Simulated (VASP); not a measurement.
Input of a VASP 6.6.1 run:

File INCAR:

```
SYSTEM = C19O
ALGO = Normal
EDIFF = 1E-6
ENCUT = 520
GGA = PS
ISIF = 2
ISMEAR = -1
LASPH = .TRUE.
LCHARG = .TRUE.
LELF = .TRUE.
LREAL = Auto
LVHAR = .TRUE.
LWAVE = .FALSE.
NBANDS = 57
NELM = 60
PREC = Accurate
SIGMA = 0.02
```

Contents of KPOINTS:

```
k-points
0
G
  2 2 1
  0 0 0
```

File POSCAR:

```
C19O
1.0
    7.3980000000      0.0000000000      0.0000000000
   -3.6990000000      6.4068560000      0.0000000000
    0.0000000000      0.0000000000     11.0000000000
C O
19 1
Direct
    0.0235735702      0.0196669165      0.0712434033
    0.2443560247      0.1300528368      0.0712384840
    0.0235210427      0.3509298276      0.0713293856
    0.2445604854      0.4614755983      0.0713002963
    0.0215244546      0.6843645164      0.0713241788
    0.2464465462      0.7968180550      0.0713262381
    0.3568041410      0.0175678670      0.0712625264
    0.5777373068      0.1280277030      0.0712470278
    0.3548664869      0.3511029757      0.0711767783
    0.5796746096      0.4634784510      0.0710806407
    0.3569672266      0.6862973276      0.0712944177
    0.5776110255      0.7966385867      0.0711585441
    0.6881566523      0.0176579637      0.0712283473
    0.9131016122      0.1301544811      0.0712587032
    0.6902155762      0.3529597760      0.0711945741
    0.9110239683      0.4633551558      0.0713304362
    0.6900511271      0.6842464153      0.0710714475
    0.9111311176      0.7947647149      0.0711830704
    0.5957856654      0.5766470492      0.3663794369
    0.7336320706      0.5752751826      0.4104629531
```

Potentials or basis: VASP PAW PBE potentials, release 64 (C, O).

Command:

```sh
$ cat potpaw_PBE.64/C/POTCAR potpaw_PBE.64/O/POTCAR > POTCAR
$ mpirun -np 1 vasp_std > vasp.out
```

Problem. What does it give for the largest force?

Solution. 0.988 eV/Å.

Problem. Predict the band gap on the k mesh.

Solution. 0.20 eV.

Forces on the atoms (eV/Å):
```
C    0.013 -0.012 -0.001
C   -0.003 -0.011  0.001
C   -0.003  0.004 -0.001
C   -0.009 -0.001 -0.001
C    0.004  0.017  0.000
C   -0.005 -0.001 -0.001
C   -0.025 -0.013  0.004
C    0.021  0.011  0.000
C    0.000 -0.010  0.001
C    0.014  0.005 -0.001
C   -0.016 -0.003 -0.001
C    0.012  0.010  0.001
C    0.000  0.011 -0.002
C   -0.021  0.004  0.001
C    0.009 -0.003 -0.001
C   -0.008 -0.011  0.001
C    0.021  0.012 -0.003
C   -0.006 -0.007  0.002
C   -0.891  0.008 -0.421
O    0.893 -0.011  0.424
```

Caveat: the k points lie up to 0.49 Å⁻¹ apart; the PAW data sets were made with another functional, which shifts forces and pressure a little.
